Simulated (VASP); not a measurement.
# Re (P6_3/mmc) in VASP: notebook

Re is run at these levels: r2SCAN+D3(BJ), PBEsol; tasks: relaxation of cell and atoms, single point.

All numbers are computed with VASP 6.6.1; they aren't measurements. Logs are shortened: lines on timing, memory, paths and dates and some standing lists are left out, and cuts for length are marked.

## Step 1: The cell of the first run

Symmetry: P6_3/mmc, No. 194, hexagonal system. Conventional cell: a = 2.766 Å, b = 2.766 Å, c = 8.939 Å, α = 90.00°, β = 90.00°, γ = 120.00°. Re (site symmetry -6m2) has 12 Re at 2.75 to 2.77 Å within 3.6 Å. Re (site symmetry -3m) has 12 Re at 2.75 to 2.77 Å within 3.6 Å.

## Step 2: Relaxation of cell and atoms, r2SCAN+D3(BJ)

File POSCAR:

```
Re
1.0
    2.7663873939      0.0000000000      0.0000000000
   -1.3831936969      2.3957617598      0.0000000000
    0.0000000000      0.0000000000      8.9388451600
Re
4
Direct
    0.6666666667      0.3333333333      0.7500000000
    0.0000000000      0.0000000000      0.5000000000
    0.3333333333      0.6666666667      0.2500000000
    0.0000000000      0.0000000000      0.0000000000
```

File INCAR.step1:

```
SYSTEM = Re
  ALGO = Normal
  EDIFF = 1E-4
  ENCUT = 600
  GGA = PE
  ISMEAR = -1
  LASPH = .TRUE.
  LCHARG = .FALSE.
  LREAL = .FALSE.
  LWAVE = .TRUE.
  NELM = 80
  PREC = Accurate
  SIGMA = 0.05
```

File INCAR.step2:

```
SYSTEM = Re
  ALGO = Normal
  EDIFF = 1E-7
  EDIFFG = -0.01
  ENCUT = 600
  IBRION = 2
  ISIF = 3
  ISMEAR = -1
  ISTART = 1
  IVDW = 12
  LASPH = .TRUE.
  LCHARG = .FALSE.
  LMIXTAU = .TRUE.
  LREAL = .FALSE.
  LWAVE = .FALSE.
  METAGGA = R2SCAN
  NELM = 80
  NSW = 60
  PREC = Accurate
  SIGMA = 0.05
  VDW_A1 = 0.49484001
  VDW_A2 = 5.73083694
  VDW_S6 = 1.0
  VDW_S8 = 0.78981345
```

File KPOINTS:

```
k-points
0
G
  11 11 3
  0 0 0
```

Potentials or basis: VASP PAW PBE potentials, release 64 (Re).

The run is started by

```bash
$ cat potpaw_PBE.64/Re/POTCAR > POTCAR
$ cp INCAR.step1 INCAR
$ mpirun -np 1 vasp_std > vasp.out
$ cp INCAR.step2 INCAR
$ mpirun -np 1 vasp_std > vasp.out
```

OUTCAR:

```text
SYSTEM = Re
   EDIFF = 1E-7
   EDIFFG = -0.01
   ENCUT = 600
   IBRION = 2
   ISIF = 3
   ISMEAR = -1
   ISTART = 1
   IVDW = 12
   LASPH = .TRUE.
   LREAL = .FALSE.
   METAGGA = R2SCAN
   NELM = 80
   NSW = 60
   PREC = Accurate
 IVDW          = 12

 ion  position               nearest neighbor table
   1  0.667  0.333  0.750-   2 2.75   4 2.75   2 2.75   4 2.75   2 2.75   4 2.75
   2  0.000  0.000  0.500-   1 2.75   3 2.75   3 2.75   1 2.75   1 2.75   3 2.75
   3  0.333  0.667  0.250-   2 2.75   4 2.75   2 2.75   4 2.75   2 2.75   4 2.75
   4  0.000  0.000  0.000-   1 2.75   3 2.75   3 2.75   1 2.75   1 2.75   3 2.75

  LATTYP: Found a hexagonal cell.
 ALAT       =     2.7663873939
 C/A-ratio  =     3.2312340563

  Lattice vectors:

 A1 = (   2.7663873939,   0.0000000000,   0.0000000000)
 A2 = (  -1.3831936969,   2.3957617598,   0.0000000000)
 A3 = (   0.0000000000,   0.0000000000,   8.9388451600)

Analysis of symmetry for initial positions (statically):
=====================================================================
 Subroutine PRICEL returns:
 Original cell was already a primitive cell.

 Routine SETGRP: Setting up the symmetry group for a
 hexagonal supercell.

 Subroutine GETGRP returns: Found 24 space group operations
 (whereof 12 operations were pure point group operations)
 out of a pool of 24 trial point group operations.

The static configuration has the point symmetry D_3d.
 The point group associated with its full space group is D_6h.

Analysis of symmetry for dynamics (positions and initial velocities):
=====================================================================
 Subroutine PRICEL returns:
 Original cell was already a primitive cell.

 Routine SETGRP: Setting up the symmetry group for a
 hexagonal supercell.

 Subroutine GETGRP returns: Found 24 space group operations
 (whereof 12 operations were pure point group operations)
 out of a pool of 24 trial point group operations.

The dynamic configuration has the point symmetry D_3d.
 The point group associated with its full space group is D_6h.

 Subroutine INISYM returns: Found 24 space group operations
 (whereof 12 operations are pure point group operations),
 and found     1 'primitive' translations

----------------------------------------------------------------------------------------

                                     Primitive cell

  volume of cell :      59.2431

  direct lattice vectors                    reciprocal lattice vectors
     2.766387394  0.000000000  0.000000000     0.361482272  0.208701887  0.000000000
[... 75 lines left out ...]
   dimension x,y,z NGX =    24 NGY =   24 NGZ =   72
   dimension x,y,z NGXF=    48 NGYF=   48 NGZF=  144
   ions per type =               4
   NGX,Y,Z   is equivalent  to a cutoff of  14.42, 14.42, 13.39 a.u.
   NGXF,Y,Z  is equivalent  to a cutoff of  28.85, 28.85, 26.78 a.u.
 SYSTEM =  Re
   PREC   = accura    normal or accurate (medium, high low for compatibility)
   ISTART =      1    job   : 0-new  1-cont  2-samecut
   ICHARG =      0    charge: 1-file 2-atom 10-const
   ISPIN  =      1    spin polarized calculation?
   LNONCOLLINEAR =      F non collinear calculations
   LSORBIT =      F    spin-orbit coupling
   LASPH  =      T    aspherical Exc in radial PAW
   ENCUT  =  600.0 eV  44.10 Ry    6.64 a.u.   5.53  5.53 17.85*2*pi/ulx,y,z
   NELM   =     80;   NELMIN=  2; NELMDL=  0     # of ELM steps
   EDIFF  = 0.1E-06   stopping-criterion for ELM
   LREAL  =      F    real-space projection
   EDIFFG = -.1E-01   stopping-criterion for IOM
   NSW    =     60    number of steps for IOM
   IBRION =      2    ionic relax: 0-MD 1-quasi-New 2-CG
   NFREE  =      1    steps in history (QN), initial steepest desc. (CG)
   ISIF   =      3    stress and relaxation
   ISYM   =      2    0-nonsym 1-usesym 2-fastsym
   POTIM  = 0.5000    time-step for ionic-motion
   TEBEG  =    0.0;   TEEND  =   0.0 temperature during run
   PSTRESS=    0.0 pullay stress
   NELECT =      28.0000    total number of electrons
   NUPDOWN=      -1.0000    fix difference up-down
   EMIN   =  10.00;   EMAX   =-10.00  energy-range for DOS
   EFERMI =   0.00;   METHOD = LEGACY
   ISMEAR =    -1;   SIGMA  =   0.05  broadening in eV -4-tet -1-fermi 0-gaus
   EFERMI_NEDOS =   21; number of points for ismear=-14 and -15
   IALGO  =     38    algorithm
   IMIX   =      4    mixing-type and parameters
     AMIX     =   0.40;   BMIX     =  1.00
     AMIX_MAG =   1.60;   BMIX_MAG =  1.00
  volume/ion in A,a.u.               =      14.81        99.95
  Fermi-wavevector in a.u.,A,eV,Ry     =   1.275209  2.409796 22.125236  1.626159
  Thomas-Fermi vector in A             =   2.407934
   LORBIT       =      0    0 simple, 1 ext, 2 COOP (PROOUT), +10 PAW based schemes
   METAGGA = R2SCAN    functional components
   LHFCALC =     F    Hartree Fock is set to
   AEXX    =    0.0000 exact exchange contribution
   IVDW    =    12    specifies the selected vdW correction
   LEPSILON=     F    determine dielectric tensor
   LRPA    =     F    only Hartree local field effects (RPA)
 conjugate gradient relaxation of ions
 non-spin polarized calculation
  energy-cutoff  :      600.00
  volume of cell :       59.24
 maximum number of plane-waves:      2016
 NGX is ok and might be reduce to    24
   NGX = 11   NGY = 11   NGZ = 35

--------------------------------------- Ionic step        1  -------------------------------------------

 number of electron      28.0000000 magnetization

 Free energy of the ion-electron system (eV)
  ---------------------------------------------------
  ext. energy  EPLUGINS =         0.00000000
  ---------------------------------------------------
  free energy    TOTEN  =      -209.82005389 eV

  energy without entropy =     -209.79705653  energy(sigma->0) =     -209.80855521

------------------------ aborting loop because EDIFF is reached ----------------------------------------

 Edisp (eV)   -1.22101

 E8    (eV) :    -0.4977
[... 327 lines left out ...]
--------------------------------------- Ionic step        9  -------------------------------------------

 number of electron      28.0000000 magnetization

 Free energy of the ion-electron system (eV)
  ---------------------------------------------------
  ext. energy  EPLUGINS =         0.00000000
  ---------------------------------------------------
  free energy    TOTEN  =      -209.81939939 eV

  energy without entropy =     -209.79694854  energy(sigma->0) =     -209.80817396

 E-fermi :   7.9054     XC(G=0): -15.0519

 val. band max:        7.9047614062   @ k =   0.3636   0.2727   0.3333
 cond. band min:       7.9087425956   @ k =   0.1818   0.0909   0.3333
 fundamental gap:      0.0039811894
 Fermi energy:         7.9054026067

 k-point     1 :       0.0000    0.0000    0.0000
  band No.  band energies     occupation
      1      -2.6103      2.00000
      2      -0.1720      2.00000
      3      -0.0965      2.00000
      4       0.8115      2.00000
      5       5.1709      2.00000
      6       5.2752      2.00000
[... 481 lines left out ...]
      5       3.6357      2.00000
      6       3.9473      2.00000
[... 10 lines left out ...]
     17       8.6951      0.00000
     18       9.0495      0.00000

 [... further k-points ...]

------------------------ aborting loop because EDIFF is reached ----------------------------------------

 Edisp (eV)   -1.24133

 E8    (eV) :    -0.5059
[... 27 lines left out ...]
  FREE ENERGIE OF THE ION-ELECTRON SYSTEM (eV)
  ---------------------------------------------------
  free  energy   TOTEN  =      -211.0607297013 eV

  energy  without entropy=     -211.0382788548  energy(sigma->0) =     -211.04950428

 reached required accuracy - stopping structural energy minimisation
```

Run time: 13 min. Hardware: 1 thread of Intel Xeon Platinum 8488C (Sapphire Rapids), shared host; peak memory 0.24 GiB.

Results:

```yaml
Free_energy: -211.0607 eV
Relaxed_volume: 14.57 Å³/atom
Relaxed_cell: a = 2.750 Å, b = 2.750 Å, c = 8.900 Å, α = 90.00°, β = 90.00°, γ = 120.00°
Space_group_after_relaxing_to_0.1_Å: P6_3/mmc (No. 194)
Energy_gained_by_relaxing: 4.9 meV/atom
Ionic_steps: 9
Pressure_after_relaxing: 0.0 GPa
Dispersion_energy_per_atom: -0.310 eV
```

Step by step:
```tsv
step	energy change (eV)	largest force (eV/Å)	pressure (GPa)	volume (Å³)
1	0.0000	0.0000	-6.36	59.24
2	0.3599	0.0000	32.87	54.35
3	-0.0196	0.0000	-0.18	58.31
4	-0.0196	0.0000	-0.01	58.29
5	-0.0196	0.0000	0.13	58.27
6	-0.0196	0.0000	0.11	58.27
7	-0.0197	0.0000	0.12	58.27
8	-0.0196	0.0000	-0.35	58.34
9	-0.0197	0.0000	0.02	58.28
```

Final structure:
```yaml
crystal:
  lattice:
    - [2.74974, 0.00000, 0.00000]
    - [-1.37487, 2.38134, 0.00000]
    - [0.00000, 0.00000, 8.90047]
  atoms:
    - { symbol: Re, position: [0.66667, 0.33333, 0.75000] }
    - { symbol: Re, position: [0.00000, 0.00000, 0.50000] }
    - { symbol: Re, position: [0.33333, 0.66667, 0.25000] }
    - { symbol: Re, position: [0.00000, 0.00000, 0.00000] }
```

Caveat: the highest band is partly filled, so the run has too few bands; the PAW data sets were made with another functional, which shifts forces and pressure a little; spin-orbit coupling is left out, which moves the levels of the heavy elements.

## Step 3: Single point, PBEsol

This run uses another cell than the first one, of 14.55 Å³/atom.

File INCAR:

```
  ALGO = Normal
  EDIFF = 1E-6
  ENCUT = 520
  GGA = PS
  ISIF = 2
  ISMEAR = -1
  LASPH = True
  LCHARG = False
  LREAL = False
  LWAVE = False
  NBANDS = 22
  NELM = 80
  PREC = Accurate
  SIGMA = 0.05
```

File KPOINTS:

```
k-points
0
Gamma
  11 11 3
```

File POSCAR:

```
Re
1.0
    2.7493403592      0.0000000000      0.0000000000
   -1.3746701796      2.3809985948      0.0000000000
    0.0000000000      0.0000000000      8.8881998739
Re
4
Direct
    0.6666666667      0.3333333333      0.7500000000
    0.0000000000      0.0000000000      0.5000000000
    0.3333333333      0.6666666667      0.2500000000
    0.0000000000      0.0000000000      0.0000000000
```

Potentials or basis: VASP PAW PBE potentials, release 64 (Re).

The run is started by

```bash
$ cat potpaw_PBE.64/Re/POTCAR > POTCAR
$ mpirun -np 1 vasp_std > vasp.out
```

OUTCAR:

```text
EDIFF = 1E-6
   ENCUT = 520
   GGA = PS
   ISIF = 2
   ISMEAR = -1
   LASPH = True
   LREAL = False
   NELM = 80
   PREC = Accurate

 ion  position               nearest neighbor table
   1  0.667  0.333  0.750-   2 2.73   4 2.73   2 2.73   4 2.73   2 2.73   4 2.73
   2  0.000  0.000  0.500-   1 2.73   3 2.73   1 2.73   3 2.73   1 2.73   3 2.73
   3  0.333  0.667  0.250-   2 2.73   4 2.73   2 2.73   4 2.73   2 2.73   4 2.73
   4  0.000  0.000  0.000-   1 2.73   3 2.73   1 2.73   3 2.73   1 2.73   3 2.73

  LATTYP: Found a hexagonal cell.
 ALAT       =     2.7493403592
 C/A-ratio  =     3.2328481427

  Lattice vectors:

 A1 = (   2.7493403592,   0.0000000000,   0.0000000000)
 A2 = (  -1.3746701796,   2.3809985948,   0.0000000000)
 A3 = (   0.0000000000,   0.0000000000,   8.8881998739)

Analysis of symmetry for initial positions (statically):
=====================================================================
 Subroutine PRICEL returns:
 Original cell was already a primitive cell.

 Routine SETGRP: Setting up the symmetry group for a
 hexagonal supercell.

 Subroutine GETGRP returns: Found 24 space group operations
[... 169 lines left out ...]

 E-fermi :   7.9458     XC(G=0): -13.8819

 val. band max:        7.9444223409   @ k =   0.3636   0.2727   0.3333
 cond. band min:       7.9934207088   @ k =   0.2727   0.0000   0.0000
 fundamental gap:      0.0489983679
 Fermi energy:         7.9458035187

 k-point     1 :       0.0000    0.0000    0.0000
  band No.  band energies     occupation
      1      -2.1179      2.00000
      2       0.2166      2.00000
      3       0.2967      2.00000
      4       1.1509      2.00000
      5       5.3605      2.00000
      6       5.4546      2.00000
[... 589 lines left out ...]
     21      11.0394      0.00000
     22      11.7453      0.00000

 [... further k-points ...]

------------------------ aborting loop because EDIFF is reached ----------------------------------------

  FORCE on cell =-STRESS in cart. coord.  units (eV):
  Direction    XX          YY          ZZ          XY          YZ          ZX
  --------------------------------------------------------------------------------------
  -------------------------------------------------------------------------------------
  Total        0.0326837      0.0326837      0.0279524      0.0000000      0.0000000      0.0000000
  in kB        0.8999965      0.8999965      0.7697121      0.0000000      0.0000000      0.0000000
  external PRESSURE =       0.8565684 kB  Pullay stress =       0.0000000 kB

 VOLUME and BASIS-vectors are now :
 -----------------------------------------------------------------------------
  energy-cutoff  :      520.00
  volume of cell :       58.18
      direct lattice vectors                 reciprocal lattice vectors
     2.749340359  0.000000000  0.000000000     0.363723610  0.209995924  0.000000000
    -1.374670180  2.380998595  0.000000000     0.000000000  0.419991848  0.000000000
     0.000000000  0.000000000  8.888199874     0.000000000  0.000000000  0.112508721

 POSITION                                       TOTAL-FORCE (eV/Angst)
 -----------------------------------------------------------------------------------
      1.37467      0.79367      6.66615         0.000000      0.000000      0.000000
      0.00000      0.00000      4.44410        -0.000000      0.000000      0.000000
     -0.00000      1.58733      2.22205        -0.000000     -0.000000     -0.000000
      0.00000      0.00000      0.00000        -0.000000      0.000000      0.000000
 -----------------------------------------------------------------------------------
    total drift:                                0.000000     -0.000000      0.000000

  FREE ENERGIE OF THE ION-ELECTRON SYSTEM (eV)
  ---------------------------------------------------
  free  energy   TOTEN  =       -53.4841966012 eV

  energy  without entropy=      -53.4600520815  energy(sigma->0) =      -53.47212434
```

Wall time 22 s (1 thread of Intel Xeon 6975P-C (Granite Rapids), shared host); peak memory 0.18 GiB.

What came out:

| Quantity | Value |
| --- | --- |
| Free energy | -53.4842 eV |
| Pressure | 0.1 GPa |
| Band gap on the k mesh | zero (bands 14 and 15 overlap by 2.48 eV) |

Caveat: the PAW data sets were made with another functional, which shifts forces and pressure a little; spin-orbit coupling is left out, which moves the levels of the heavy elements.
